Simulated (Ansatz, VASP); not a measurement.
# BaF2 in VASP and in Ansatz

```
Ba F
1.0
     0.00000    3.08495    3.08495
     3.08495    0.00000    3.08495
     3.08495    3.08495    0.00000
Ba F
1 2
Direct
  0.00000 0.00000 0.00000
  0.25000 0.25000 0.25000
  0.75000 0.75000 0.75000
```

Alike in both runs: task single point; functional revPBE; dispersion D3(BJ); k mesh 6 × 6 × 6; occupations gaussian, width 0.05 eV; no spin polarisation.

|  | VASP | Ansatz |
| --- | --- | --- |
| version | VASP 6.6.1 | Ansatz 0.2.0 |
| potentials or method | VASP PAW PBE potentials, release 64 (Ba_sv, F), cutoff 600 eV | scalar-relativistic, plane waves, PAW |
| valence electrons in the cell | 24 | 24 |

|  | VASP | Ansatz | Ansatz less VASP |
| --- | --- | --- | --- |
| gap on the k mesh at the Fermi level (eV) | 7.14 | 7.21 | +0.074 |
| least direct gap on the mesh (eV) | 7.21 | 7.29 | +0.086 |
| pressure (GPa) | 3.4 | 2.3 | -1.06 |

VASP's potentials were made for PBE, not for revPBE.

Spin-orbit coupling is off throughout.
